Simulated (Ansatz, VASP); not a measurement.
Al2O3 in VASP and in Ansatz

```xyz
10
Lattice="4.7122 0.0000 0.0000 0.0000 9.7035 0.0000 0.0000 0.0000 3.2678" Properties=species:S:1:pos:R:3 pbc="T T T"
Al    2.0344    3.1979    1.6339
Al    2.6777    6.5057    1.6339
Al    4.3905    1.6539    0.0000
Al    0.3216    8.0496    0.0000
O     3.5556    2.2023    1.6339
O     0.0000    0.0000    0.0000
O     3.5127    7.0541    0.0000
O     1.1995    2.6494    0.0000
O     1.1566    7.5012    1.6339
O     2.3561    4.8518    1.6339
```

Change from the starting cell: strain +0.000 along x and y, +0.080 along z, atoms carried along.

Alike in both runs: task single point; functional PBE; k mesh 6 × 4 × 8; occupations gaussian, width 0.05 eV; no spin polarisation.

|  | VASP | Ansatz |
| --- | --- | --- |
| version | VASP 6.6.1 | Ansatz 0.2.0 |
| potentials or method | VASP PAW PBE potentials, release 64 (Al, O), cutoff 520 eV | scalar-relativistic, plane waves, PAW |
| valence electrons in the cell | 48 | 48 |

|  | VASP | Ansatz | Ansatz less VASP |
| --- | --- | --- | --- |
| gap on the k mesh at the Fermi level (eV) | 3.25 | 3.28 | +0.021 |
| least direct gap on the mesh (eV) | 3.25 | 3.28 | +0.021 |
| pressure (GPa) | -8.4 | -8.3 | +0.08 |
| traceless stress, the component that is largest in VASP (GPa) | -10.24 | -10.06 | +0.178 |
| rms of the force components (eV/Å) | 0.359 | 0.352 | -0.0066 |

Atom by atom the forces differ by 0.007 eV/Å (rms over components).
